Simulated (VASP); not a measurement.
Set up this calculation in VASP 6.6.1, as the native input.

| Item | Value |
| --- | --- |
| Task | single point |
| Functional | PBE |
| Dispersion | D3(BJ) |
| Potentials or basis | VASP PAW PBE potentials, release 64 (Mo_sv) |
| Cutoff | 520 eV |
| k mesh | 18 × 18 × 18 |
| Occupations | gaussian, width 0.1 eV |
| Spin | no spin polarisation |
| Dipole correction | no |
| Further INCAR settings | ALGO = Normal; EDIFF = 1e-06; NBANDS = 13 |

The structure of Mo lies in POSCAR:

```
Mo
1.0
   -1.5015406762      1.5015406762      1.5015406762
    1.5015406762     -1.5015406762      1.5015406762
    1.5015406762      1.5015406762     -1.5015406762
Mo
1
Direct
    0.0000000000      0.0000000000      0.0000000000
```

These files were run (other wordings do the same):

INCAR

```
SYSTEM = Mo
  PREC = Accurate
  ENCUT = 520
  EDIFF = 1E-6
  ISMEAR = 0
  SIGMA = 0.1
  LREAL = .FALSE.
  LASPH = .TRUE.
  NELM = 60
  ALGO = Normal
  ISIF = 2
  LWAVE = .FALSE.
  LCHARG = .FALSE.
  GGA = PE
  IVDW = 12
  NBANDS = 13
```

KPOINTS

```
regular mesh
0
G
  18 18 18
  0 0 0
```

Potentials or basis: VASP PAW PBE potentials, release 64 (Mo_sv).

Command:

```sh
$ cat potpaw_PBE.64/Mo_sv/POTCAR > POTCAR
$ mpirun -np 1 vasp_std > vasp.out
```

Results of the run:

```yaml
Pressure: 46.0 GPa
Band_gap_on_the_k_mesh: zero (band 7 reaches 19.90 eV, above the bottom of band 8 at 13.37 eV)
Dispersion_energy_per_atom: -0.829 eV
```

Caveat: pairwise dispersion overbinds metals, which lowers pressure and volume.

It took 16 s on 1 thread of Intel(R) Xeon(R) Platinum 8375C CPU @ 2.90GHz (Ice Lake) (shared host), peak memory 0.16 GiB.
